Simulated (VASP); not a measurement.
A run of VASP 6.6.1 is set up as follows.

Contents of INCAR:

```
ALGO     = Normal         # electronic algorithm
EDIFF    = 1E-8           # SCF threshold, eV
ENCUT    = 520            # plane-wave cutoff, eV
GGA      = PS             # functional
ISIF     = 2              # what is computed and relaxed
ISMEAR   = -1             # smearing method
LASPH    = True           # aspherical terms in the spheres
LCHARG   = False          # write CHGCAR
LEFG     = True         
LREAL    = False          # projectors in reciprocal space
LWAVE    = False          # write WAVECAR
NBANDS   = 15             # bands
NELM     = 100            # most SCF steps
PREC     = Accurate       # precision mode
SIGMA    = 0.03           # smearing width, eV
```

File KPOINTS:

```
k-points
0
Gamma
  15 15 12
```

POSCAR

```
HfB2
1.0
    3.1189256393      0.0000000000      0.0000000000
   -1.5594628197      2.7010688362      0.0000000000
    0.0000000000      0.0000000000      3.4566435916
Hf B
1 2
Direct
    0.0000000000      0.0000000000      0.0000000000
    0.3333333333      0.6666666667      0.5000000000
    0.6666666667      0.3333333333      0.5000000000
```

Potentials or basis: VASP PAW PBE potentials, release 64 (Hf_pv, B).

Command:

```bash
$ cat potpaw_PBE.64/Hf_pv/POTCAR potpaw_PBE.64/B/POTCAR > POTCAR
$ mpirun -np 1 vasp_std > vasp.out
```

Problem. Estimate the band gap on the k mesh.

Solution. Zero (band 8 reaches 8.50 eV, above the bottom of band 9 at 7.45 eV).

Problem. Predict the pressure.

Solution. 0.7 GPa.

Stress tensor (GPa, compression positive):
```
 1.31  0.00  0.00
 0.00  1.31  0.00
 0.00  0.00 -0.43
```

Caveat: without QUAD_EFG the Cq values of the log hold for a quadrupole moment of 1 mb, not for the nuclei; the PAW data sets were made with another functional, which shifts forces and pressure a little; spin-orbit coupling is left out, which moves the levels of the heavy elements.
